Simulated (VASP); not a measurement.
Crystal: Ti3CuBr.

```
Ti Cu Br
1.0
     4.70744    0.00000    0.00000
     0.00000    4.70744    0.00000
     0.00000    0.00000    4.80561
Ti Cu Br
3 1 1
Direct
  0.00000 0.50000 0.50000
  0.50000 0.00000 0.50000
  0.00000 0.00000 0.00000
  0.00000 0.00000 0.50000
  0.50000 0.50000 0.50000
```

The cell was generated, and may not be a known phase.

```yaml
Program: VASP 6.6.1
Task: relaxation of cell and atoms
Functional: PBE
Potentials_or_basis: VASP PAW PBE potentials, release 64 (Ti_sv, Cu, Br)
Cutoff: 600 eV
k_mesh: 4 × 4 × 4
Occupations: gaussian, width 0.1 eV
Spin: collinear spin
Starting_moments: "[1.0, 1.0, 1.0, 1.0, 0.0] μB"
```

At the start: pressure 8.7 GPa; volume 21.30 Å³/atom.

Question: Where does the relaxation end?

Answer: Over 5 steps the energy falls by 107.8 meV/atom and the volume is 22.95 Å³/atom (+7.8 %); space group P4/mmm (No. 123, to 0.1 Å) before and after; moment 0.02 μB per cell.

Step by step:
```csv
step,energy change (eV),largest force (eV/Å),pressure (GPa),volume (Å³)
1,0.0000,0.0000,8.75,106.49
2,-0.3493,0.0000,-4.95,124.95
3,-0.5138,0.0000,-1.17,117.50
4,-0.5382,0.0000,-0.27,115.28
5,-0.5392,0.0000,-0.04,114.76
```

Final structure:
```cif
data_structure
_symmetry_space_group_name_H-M 'P 1'
_symmetry_Int_Tables_number 1
_cell_length_a 4.9745
_cell_length_b 4.9745
_cell_length_c 4.6378
_cell_angle_alpha 90.000
_cell_angle_beta 90.000
_cell_angle_gamma 90.000
_cell_volume 114.76
loop_
_atom_site_label
_atom_site_type_symbol
_atom_site_fract_x
_atom_site_fract_y
_atom_site_fract_z
_atom_site_occupancy
Ti1 Ti 0.00000 0.50000 0.50000 1
Ti2 Ti 0.50000 0.00000 0.50000 1
Ti3 Ti 0.00000 0.00000 0.00000 1
Cu1 Cu 0.00000 0.00000 0.50000 1
Br1 Br 0.50000 0.50000 0.50000 1
```
